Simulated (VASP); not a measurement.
# CO in VASP: further runs

Runs on CO. Level: PBEsol. Tasks: single point, relaxation of the atoms.

All numbers are computed with VASP 6.6.1; they aren't measurements. Logs are shortened: lines on timing, memory, paths and dates and some standing lists are left out, and cuts for length are marked.

## Step 1: The cell of the first run

The cell holds a molecule in a box, 2 atoms: a = 15.000 Å, b = 15.500 Å, c = 16.000 Å, α = 90.00°, β = 90.00°, γ = 90.00°.

## Step 2: Single point, PBEsol

INCAR reads:

```
  PREC = Accurate
  ENCUT = 520
  EDIFF = 1E-6
  ISMEAR = 0
  SIGMA = 0.005
  LREAL = F
  LASPH = T
  NELM = 100
  ALGO = Normal
  ISIF = 2
  LWAVE = F
  LCHARG = F
  GGA = PS
  NBANDS = 12
  ISYM = 0
```

KPOINTS reads:

```
Automatic mesh
0
Gamma
  1 1 1
```

POSCAR reads:

```
CO
1.0
   15.0000000000      0.0000000000      0.0000000000
    0.0000000000     15.5000000000      0.0000000000
    0.0000000000      0.0000000000     16.0000000000
C O
1 1
Direct
    0.5018252607      0.4990326826      0.4646504069
    0.4981747393      0.5009673174      0.5353495931
```

Potentials or basis: VASP PAW PBE potentials, release 64 (C, O).

Command:

```console
> cat potpaw_PBE.64/C/POTCAR potpaw_PBE.64/O/POTCAR > POTCAR
> mpirun -np 1 vasp_gam > vasp.out
```

OUTCAR:

```text
PREC = Accurate
   ENCUT = 520
   EDIFF = 1E-6
   ISMEAR = 0
   LREAL = F
   LASPH = T
   NELM = 100
   ISIF = 2
   GGA = PS
   ISYM = 0

 ion  position               nearest neighbor table
   1  0.502  0.499  0.465-   2 1.13
   2  0.498  0.501  0.535-   1 1.13

IMPORTANT INFORMATION: All symmetrisations will be switched off!
NOSYMM: (Re-)initialisation of all symmetry stuff for point group C_1.

----------------------------------------------------------------------------------------

                                     Primitive cell

  volume of cell :    3720.0000

  direct lattice vectors                    reciprocal lattice vectors
    15.000000000  0.000000000  0.000000000     0.066666667  0.000000000  0.000000000
     0.000000000 15.500000000  0.000000000     0.000000000  0.064516129  0.000000000
     0.000000000  0.000000000 16.000000000     0.000000000  0.000000000  0.062500000

  length of vectors
    15.000000000 15.500000000 16.000000000     0.066666667  0.064516129  0.062500000

  position of ions in fractional coordinates (direct lattice)
     0.501825261  0.499032683  0.464650407
     0.498174739  0.500967317  0.535349593

  ion indices of the primitive-cell ions
   primitive index   ion index
                 1           1
                 2           2

----------------------------------------------------------------------------------------

 KPOINTS: Automatic mesh

Automatic generation of k-mesh.
 Grid dimensions read from file:
 generate k-points for:    1    1    1

 Generating k-lattice:

  Cartesian coordinates                     Fractional coordinates (reciprocal lattice)
     0.066666667  0.000000000  0.000000000     1.000000000  0.000000000  0.000000000
     0.000000000  0.064516129  0.000000000     0.000000000  1.000000000  0.000000000
     0.000000000  0.000000000  0.062500000     0.000000000  0.000000000  1.000000000

  Length of vectors
     0.066666667  0.064516129  0.062500000

  Shift w.r.t. Gamma in fractional coordinates (k-lattice)
     0.000000000  0.000000000  0.000000000

 Subroutine IBZKPT returns following result:
 ===========================================

 Found      1 irreducible k-points:

 Following reciprocal coordinates:
            Coordinates               Weight
  0.000000  0.000000  0.000000      1.000000
   k-points           NKPTS =      1   k-points in BZ     NKDIM =      1   number of bands    NBANDS=     12
   number of dos      NEDOS =    301   number of ions     NIONS =      2
   total plane-waves  NPLWV = ******
   dimension x,y,z NGX =   112 NGY =  120 NGZ =  120
   dimension x,y,z NGXF=   224 NGYF=  240 NGZF=  240
   ions per type =               1   1
   NGX,Y,Z   is equivalent  to a cutoff of  12.41, 12.87, 12.47 a.u.
   NGXF,Y,Z  is equivalent  to a cutoff of  24.83, 25.74, 24.94 a.u.
 SYSTEM =  unknown system
   PREC   = accura    normal or accurate (medium, high low for compatibility)
   ISTART =      0    job   : 0-new  1-cont  2-samecut
   ICHARG =      2    charge: 1-file 2-atom 10-const
   ISPIN  =      1    spin polarized calculation?
   LNONCOLLINEAR =      F non collinear calculations
   LSORBIT =      F    spin-orbit coupling
   LASPH  =      T    aspherical Exc in radial PAW
   ENCUT  =  520.0 eV  38.22 Ry    6.18 a.u.  27.89 28.82 29.75*2*pi/ulx,y,z
   NELM   =    100;   NELMIN=  2; NELMDL= -5     # of ELM steps
   EDIFF  = 0.1E-05   stopping-criterion for ELM
   LREAL  =      F    real-space projection
   EDIFFG = 0.1E-04   stopping-criterion for IOM
   NSW    =      0    number of steps for IOM
   IBRION =     -1    ionic relax: 0-MD 1-quasi-New 2-CG
   NFREE  =      0    steps in history (QN), initial steepest desc. (CG)
   ISIF   =      2    stress and relaxation
   ISYM   =      0    0-nonsym 1-usesym 2-fastsym
   POTIM  = 0.5000    time-step for ionic-motion
   TEBEG  =    0.0;   TEEND  =   0.0 temperature during run
   PSTRESS=    0.0 pullay stress
   NELECT =      10.0000    total number of electrons
   NUPDOWN=      -1.0000    fix difference up-down
   EMIN   =  10.00;   EMAX   =-10.00  energy-range for DOS
   EFERMI =   0.00;   METHOD = LEGACY
   ISMEAR =     0;   SIGMA  =   0.01  broadening in eV -4-tet -1-fermi 0-gaus
   EFERMI_NEDOS =   21; number of points for ismear=-14 and -15
   IALGO  =     38    algorithm
   IMIX   =      4    mixing-type and parameters
     AMIX     =   0.40;   BMIX     =  1.00
     AMIX_MAG =   1.60;   BMIX_MAG =  1.00
  volume/ion in A,a.u.               =    1860.00     12551.90
  Fermi-wavevector in a.u.,A,eV,Ry     =   0.227629  0.430156  0.704984  0.051815
  Thomas-Fermi vector in A             =   1.017343
   LORBIT       =      0    0 simple, 1 ext, 2 COOP (PROOUT), +10 PAW based schemes
   GGA     = PS    functional components
   LHFCALC =     F    Hartree Fock is set to
   AEXX    =    0.0000 exact exchange contribution
   IVDW    =     0    specifies the selected vdW correction
   LEPSILON=     F    determine dielectric tensor
   LRPA    =     F    only Hartree local field effects (RPA)
 non-spin polarized calculation
 Gauss-broadening in eV      SIGMA  =   0.01
  energy-cutoff  :      520.00
  volume of cell :     3720.00
 maximum number of plane-waves:     50071
 NGX is ok and might be reduce to   112
   NGX = 55   NGY = 57   NGZ = 59

 number of electron      10.0000007 magnetization

 Free energy of the ion-electron system (eV)
  ---------------------------------------------------
  ext. energy  EPLUGINS =         0.00000000
  ---------------------------------------------------
  free energy    TOTEN  =       -15.15732236 eV

  energy without entropy =      -15.15732236  energy(sigma->0) =      -15.15732236

 E-fermi :  -8.8458     XC(G=0):  -0.1846

 val. band max:       -8.9454193592   @ k =   0.0000   0.0000   0.0000
 cond. band min:      -2.0131740997   @ k =   0.0000   0.0000   0.0000
 fundamental gap:      6.9322452595
 Fermi energy:        -8.8457954845

 k-point     1 :       0.0000    0.0000    0.0000
  band No.  band energies     occupation
      1     -29.3119      2.00000
      2     -13.9622      2.00000
      3     -11.8239      2.00000
      4     -11.8239      2.00000
      5      -8.9454      2.00000
      6      -2.0132      0.00000
      7      -2.0132      0.00000
      8      -0.1088      0.00000
      9       0.3911      0.00000
     10       0.4957      0.00000
     11       0.5326      0.00000
     12       0.5984      0.00000

------------------------ aborting loop because EDIFF is reached ----------------------------------------

  FORCE on cell =-STRESS in cart. coord.  units (eV):
  Direction    XX          YY          ZZ          XY          YZ          ZX
  --------------------------------------------------------------------------------------
  -------------------------------------------------------------------------------------
  Total       -0.0358290     -0.0379358      1.1191021     -0.0013725      0.0306259     -0.0560244
  in kB       -0.0154313     -0.0163387      0.4819893     -0.0005911      0.0131904     -0.0241293
  external PRESSURE =       0.1500731 kB  Pullay stress =       0.0000000 kB

 VOLUME and BASIS-vectors are now :
 -----------------------------------------------------------------------------
  energy-cutoff  :      520.00
  volume of cell :     3720.00
      direct lattice vectors                 reciprocal lattice vectors
    15.000000000  0.000000000  0.000000000     0.066666667  0.000000000  0.000000000
     0.000000000 15.500000000  0.000000000     0.000000000  0.064516129  0.000000000
     0.000000000  0.000000000 16.000000000     0.000000000  0.000000000  0.062500000

 POSITION                                       TOTAL-FORCE (eV/Angst)
 -----------------------------------------------------------------------------------
      7.52738      7.73501      7.43441         0.050404     -0.027212     -1.036612
      7.47262      7.76499      8.56559        -0.050404      0.027212      1.036612
 -----------------------------------------------------------------------------------
    total drift:                               -0.000521     -0.000376      0.001337

  FREE ENERGIE OF THE ION-ELECTRON SYSTEM (eV)
  ---------------------------------------------------
  free  energy   TOTEN  =       -15.1573223614 eV

  energy  without entropy=      -15.1573223614  energy(sigma->0) =      -15.15732236
```

Run time: 4.7 min. Hardware: 1 thread of Intel Xeon Platinum 8259CL at 2.50GHz (Skylake/Cascade Lake), shared host; peak memory 2.1 GiB.

What came out:

```
Free energy                     : -15.1573 eV
Largest force                   : 1.038 eV/Å
Gap between the frontier levels : 6.93 eV
```

Forces on the atoms (eV/Å):
```
C    0.050 -0.027 -1.037
O   -0.050  0.027  1.037
```

Caveat: the PAW data sets were made with another functional, which shifts forces and pressure a little.

## Step 3: Relaxation of the atoms, PBEsol

INCAR reads:

```
SYSTEM = CO
  PREC = Accurate
  ENCUT = 520
  EDIFF = 1E-6
  ISMEAR = 0
  SIGMA = 0.005
  LREAL = .FALSE.
  LASPH = .TRUE.
  NELM = 80
  ALGO = Normal
  ISIF = 2
  LWAVE = .FALSE.
  LCHARG = .FALSE.
  GGA = PS
  IBRION = 2
  NSW = 100
  EDIFFG = -0.01
  ISYM = 0
```

KPOINTS reads:

```
Automatic mesh
0
G
  1 1 1
  0 0 0
```

POSCAR reads:

```
CO
1.0
   15.0000000000      0.0000000000      0.0000000000
    0.0000000000     15.5000000000      0.0000000000
    0.0000000000      0.0000000000     16.0000000000
C O
1 1
Direct
    0.5017982093      0.4990469909      0.4651708543
    0.4982017907      0.5009530091      0.5348291457
```

Potentials or basis: VASP PAW PBE potentials, release 64 (C, O).

Command:

```console
> cat potpaw_PBE.64/C/POTCAR potpaw_PBE.64/O/POTCAR > POTCAR
> mpirun -np 1 vasp_gam > vasp.out
```

Run time: 28 min. Hardware: 1 thread of Intel Xeon Platinum 8259CL at 2.50GHz (Skylake/Cascade Lake), shared host; peak memory 2.1 GiB.

Results (log left out):

- Free energy: -15.1618 eV
- Largest force after relaxing: 0.007 eV/Å
- Gap between the frontier levels: 6.87 eV

Forces in eV/Å, atoms in the order of the input:
```
C    0.001  0.000 -0.007
O   -0.001  0.000  0.007
```

Final structure:
```cif
data_structure
_symmetry_space_group_name_H-M 'P 1'
_symmetry_Int_Tables_number 1
_cell_length_a 15.0000
_cell_length_b 15.5000
_cell_length_c 16.0000
_cell_angle_alpha 90.000
_cell_angle_beta 90.000
_cell_angle_gamma 90.000
_cell_volume 3720.00
loop_
_atom_site_label
_atom_site_type_symbol
_atom_site_fract_x
_atom_site_fract_y
_atom_site_fract_z
_atom_site_occupancy
C1 C 0.50184 0.49903 0.46438 1
O1 O 0.49816 0.50097 0.53562 1
```

Levels at points of the mesh, in eV from the valence-band top:
```
           k point  band 1  band 2  band 3  band 4  band 5  band 6  band 7  band 8  band 9
(0.00, 0.00, 0.00)  -20.22   -5.00   -2.78   -2.78    0.00    6.87    6.87    8.86    9.36
```

Caveat: the PAW data sets were made with another functional, which shifts forces and pressure a little.
